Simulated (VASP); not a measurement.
Wanted: the native input for a VASP 6.6.1 run.

```yaml
Task: single point
Functional: LDA
Potentials_or_basis: VASP PAW LDA potentials, release 64 (B, N)
Cutoff: 600 eV
k_mesh: 12 × 12 × 12
Occupations: gaussian, width 0.01 eV
Spin: no spin polarisation
Dipole_correction: no
Further_INCAR_settings: ALGO = Normal; EDIFF = 1e-06; NBANDS = 11
```

The structure of BN lies in POSCAR:

```
BN
1.0
    0.0000000000      1.7727825000      1.7727825000
    1.7727825000      0.0000000000      1.7727825000
    1.7727825000      1.7727825000      0.0000000000
B N
1 1
Direct
    0.0000000000      0.0000000000      0.0000000000
    0.2500000000      0.2500000000      0.2500000000
```

These files were run (other wordings do the same):

INCAR

```
SYSTEM = BN
  PREC = Accurate
  ENCUT = 600
  EDIFF = 1E-6
  ISMEAR = 0
  SIGMA = 0.01
  LREAL = .False.
  LASPH = .True.
  NELM = 120
  ALGO = Normal
  ISIF = 2
  LWAVE = .False.
  LCHARG = .True.
  GGA = CA
  LELF = .True.
  LVHAR = .True.
  NBANDS = 11
  GGA_COMPAT = .False.
```

KPOINTS

```
Automatic mesh
0
Gamma
  12 12 12
  0 0 0
```

Potentials or basis: VASP PAW LDA potentials, release 64 (B, N).

Run with:

```sh
$ cat potpaw_LDA.64/B/POTCAR potpaw_LDA.64/N/POTCAR > POTCAR
$ mpirun -np 1 vasp_std > vasp.out
```

Results of the run:

```
Pressure               : 13.4 GPa
Band gap on the k mesh : 4.41 eV (least direct gap 8.96 eV)
```

Caveat: the cell stands under pressure.

Wall time 6.8 s on 1 thread of Intel(R) Xeon(R) Platinum 8259CL CPU @ 2.50GHz (Skylake/Cascade Lake), on a shared host, peak memory 0.12 GiB.
